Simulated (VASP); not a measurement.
# NaF (Fm-3m) in VASP: further runs, part 2 of 2

VASP 6.6.1. Earlier steps stand in the parts before.

### Step 3. Single point, PBE

Input file INCAR:

```
PREC     = Accurate       # precision mode
ENCUT    = 600            # plane-wave cutoff, eV
EDIFF    = 1E-6           # SCF threshold, eV
ISMEAR   = -1             # smearing method
SIGMA    = 0.0893         # smearing width, eV
LREAL    = F              # projectors in reciprocal space
LASPH    = T              # aspherical terms in the spheres
NELM     = 120            # most SCF steps
ALGO     = Normal         # electronic algorithm
ISIF     = 2              # what is computed and relaxed
LWAVE    = F              # write WAVECAR
LCHARG   = F              # write CHGCAR
GGA      = PE             # functional
NBANDS   = 14             # bands
GGA_COMPAT= F
```

Input file KPOINTS:

```
regular mesh
0
Gamma
  7 7 7
```

Input file POSCAR:

```
NaF
1.0
    0.0000000000      2.3136160000      2.3136160000
    2.3136160000      0.0000000000      2.3136160000
    2.3136160000      2.3136160000      0.0000000000
Na F
1 1
Direct
    0.0000000000      0.0000000000      0.0000000000
    0.5000000000      0.5000000000      0.5000000000
```

Potentials or basis: VASP PAW PBE potentials, release 64 (Na_pv, F).

Launch:

```console
> cat potpaw_PBE.64/Na_pv/POTCAR potpaw_PBE.64/F/POTCAR > POTCAR
> mpirun -np 1 vasp_std > vasp.out
```

OUTCAR:

```text
PREC = Accurate
   ENCUT = 600
   EDIFF = 1E-6
   ISMEAR = -1
   LREAL = F
   LASPH = T
   NELM = 120
   ISIF = 2
   GGA = PE

 ion  position               nearest neighbor table
   1  0.000  0.000  0.000-   2 2.31   2 2.31   2 2.31   2 2.31   2 2.31   2 2.31
   2  0.500  0.500  0.500-   1 2.31   1 2.31   1 2.31   1 2.31   1 2.31   1 2.31

  LATTYP: Found a face centered cubic cell.
 ALAT       =     4.6272320000

  Lattice vectors:

 A1 = (   0.0000000000,   2.3136160000,   2.3136160000)
[... 518 lines left out ...]

------------------------ aborting loop because EDIFF is reached ----------------------------------------

  FORCE on cell =-STRESS in cart. coord.  units (eV):
  Direction    XX          YY          ZZ          XY          YZ          ZX
  --------------------------------------------------------------------------------------
  -------------------------------------------------------------------------------------
  Total        0.3312296      0.3312296      0.3312296     -0.0000000      0.0000000     -0.0000000
  in kB       21.4257460     21.4257460     21.4257460     -0.0000000      0.0000000     -0.0000000
  external PRESSURE =      21.4257460 kB  Pullay stress =       0.0000000 kB

 VOLUME and BASIS-vectors are now :
 -----------------------------------------------------------------------------
  energy-cutoff  :      600.00
  volume of cell :       24.77
      direct lattice vectors                 reciprocal lattice vectors
     0.000000000  2.313616000  2.313616000    -0.216111922  0.216111922  0.216111922
     2.313616000  0.000000000  2.313616000     0.216111922 -0.216111922  0.216111922
     2.313616000  2.313616000  0.000000000     0.216111922  0.216111922 -0.216111922

 POSITION                                       TOTAL-FORCE (eV/Angst)
 -----------------------------------------------------------------------------------
      0.00000      0.00000      0.00000        -0.000000     -0.000000     -0.000000
      2.31362      2.31362      2.31362         0.000000      0.000000      0.000000
 -----------------------------------------------------------------------------------
    total drift:                                0.000000      0.000000      0.000000

  FREE ENERGIE OF THE ION-ELECTRON SYSTEM (eV)
  ---------------------------------------------------
  free  energy   TOTEN  =        -8.5617791469 eV

  energy  without entropy=       -8.5617791468  energy(sigma->0) =       -8.56177915
```

OSZICAR:

```text
N       E                     dE             d eps       ncg     rms          rms(c)
DAV:   1     0.118530035581E+03    0.11853E+03   -0.84142E+03   566   0.136E+03
DAV:   2    -0.319273520517E+01   -0.12172E+03   -0.11296E+03   620   0.375E+02
DAV:   3    -0.939710792488E+01   -0.62044E+01   -0.61933E+01   728   0.743E+01
DAV:   4    -0.945471846431E+01   -0.57611E-01   -0.57606E-01   620   0.781E+00
DAV:   5    -0.945532385350E+01   -0.60539E-03   -0.60539E-03   704   0.781E-01    0.542E+00
DAV:   6    -0.857043018067E+01    0.88489E+00   -0.30654E+00   650   0.149E+01    0.183E+00
DAV:   7    -0.855996739778E+01    0.10463E-01   -0.29865E-02   596   0.208E+00    0.106E+00
DAV:   8    -0.856120709044E+01   -0.12397E-02   -0.29335E-02   590   0.341E+00    0.149E-01
DAV:   9    -0.856185850591E+01   -0.65142E-03   -0.40200E-03   668   0.590E-01    0.119E-01
DAV:  10    -0.856178063819E+01    0.77868E-04   -0.71571E-04   602   0.306E-01    0.147E-02
DAV:  11    -0.856177874605E+01    0.18921E-05   -0.26258E-05   692   0.723E-02    0.315E-03
DAV:  12    -0.856177914690E+01   -0.40086E-06   -0.14491E-06   614   0.141E-02
   1 F= -.85617791E+01 E0= -.85617791E+01  d E =-.143198E-09
```

stdout:

```text
POSCAR found type information on POSCAR NaF
 POSCAR found :  2 types and       2 ions
 scaLAPACK will be used
 LDA part: xc-table for (Slater+PW92), standard interpolation
 POSCAR, INCAR and KPOINTS ok, starting setup
 FFT: planning ... GRIDC
 FFT: planning ... GRID_SOFT
 FFT: planning ... GRID
 WAVECAR not read
 entering main loop
```

It took 8.3 s on 1 thread of Intel Xeon Platinum 8488C (Sapphire Rapids), shared host; peak memory 0.15 GiB.

Results:

- Free energy: -8.5618 eV
- Pressure: 2.1 GPa
- Band gap on the k mesh: 6.33 eV, direct

As with any semilocal functional, this PBE gap is likely too small.

### Step 4. Single point, PBE+D3(BJ)

Input file INCAR:

```
SYSTEM = NaF
PREC     = Accurate       ! precision mode
ENCUT    = 600            ! plane-wave cutoff, eV
EDIFF    = 1E-6           ! SCF threshold, eV
ISMEAR   = -1             ! smearing method
SIGMA    = 0.0893         ! smearing width, eV
LREAL    = .FALSE.        ! projectors in reciprocal space
LASPH    = .TRUE.         ! aspherical terms in the spheres
NELM     = 120            ! most SCF steps
ALGO     = Normal         ! electronic algorithm
ISIF     = 2              ! what is computed and relaxed
LWAVE    = .FALSE.        ! write WAVECAR
LCHARG   = .TRUE.         ! write CHGCAR
GGA      = PE             ! functional
IVDW     = 12             ! dispersion correction
LELF     = .TRUE.         ! ELF
LVHAR    = .TRUE.       
NBANDS   = 14             ! bands
GGA_COMPAT= .FALSE.
```

Input file KPOINTS:

```
Automatic mesh
0
G
  7 7 7
  0 0 0
```

POSCAR is that of step 3.

Launch:

```console
> cat potpaw_PBE.64/Na_pv/POTCAR potpaw_PBE.64/F/POTCAR > POTCAR
> mpirun -np 1 vasp_std > vasp.out
```

It took 11 s on 1 thread of Intel Xeon Platinum 8488C (Sapphire Rapids), shared host; peak memory 0.16 GiB.

The run converged. Its results:

```yaml
Free_energy: -8.9106 eV
Pressure: -0.2 GPa
Band_gap_on_the_k_mesh: 6.33 eV, direct
Dispersion_energy_per_atom: -0.174 eV
```

Levels at points of the mesh, in eV from the valence-band top:
```csv
k point,band 3,band 4,band 5,band 6,band 7,band 8,band 9,band 10,band 11,band 12
"(0.00, 0.00, 0.00)",-18.93,-18.93,0.00,0.00,0.00,6.33,19.01,19.01,19.01,21.88
```

Caveat: three body term missing. PBE gaps usually lie below the measured ones, often by a third to a half.

### Step 5. Single point, PBE

Input file INCAR:

```
PREC     = Accurate       # precision mode
ENCUT    = 600            # plane-wave cutoff, eV
EDIFF    = 1E-6           # SCF threshold, eV
ISMEAR   = 1              # smearing method
SIGMA    = 0.05           # smearing width, eV
LREAL    = False          # projectors in reciprocal space
LASPH    = True           # aspherical terms in the spheres
NELM     = 120            # most SCF steps
ALGO     = Normal         # electronic algorithm
ISIF     = 2              # what is computed and relaxed
LWAVE    = False          # write WAVECAR
LCHARG   = False          # write CHGCAR
GGA      = PE             # functional
NBANDS   = 14             # bands
GGA_COMPAT= False
```

Input file KPOINTS:

```
Automatic mesh
0
Gamma
  7 7 7
```

POSCAR is that of step 4.

Launch:

```console
> cat potpaw_PBE.64/Na_pv/POTCAR potpaw_PBE.64/F/POTCAR > POTCAR
> mpirun -np 1 vasp_std > vasp.out
```

It took 10 s on 1 thread of Intel Xeon Platinum 8488C (Sapphire Rapids), shared host; peak memory 0.14 GiB.

Results (log left out):

```yaml
Free_energy: -8.5617 eV
Pressure: 2.1 GPa
Band_gap_on_the_k_mesh: 6.33 eV, direct
```

Levels at points of the mesh, in eV from the valence-band top:
```tsv
k point	band 4	band 5	band 6	band 7	band 8	band 9	band 10	band 11
(0.00, 0.00, 0.00)	-18.93	0.00	0.00	0.00	6.33	19.01	19.01	19.01
```

### Step 6. Overview

```csv
level,smearing,gap on the mesh (eV),pressure (GPa)
PBE,fermi-dirac 0.0893 eV,6.33,2.1
PBE+D3(BJ),fermi-dirac 0.0893 eV,6.33,-0.2
PBE,methfessel-paxton 0.05 eV,6.33,2.1
```

Alike in all rows: task single point; potentials or basis VASP PAW PBE potentials, release 64 (Na_pv, F); no spin polarisation; cell as given; k mesh 7 × 7 × 7; cutoff (eV) 600.

On the cell as given the gap runs from 6.33 eV (PBE) to 6.33 eV (PBE). The pressure there spans -0.2 GPa (PBE+D3(BJ)) to 2.1 GPa (PBE); a positive pressure means that this level wants a larger cell, a negative one a smaller.

Caveats: three body term missing (some runs).

Absolute energies hang on the potentials; compare differences alone.
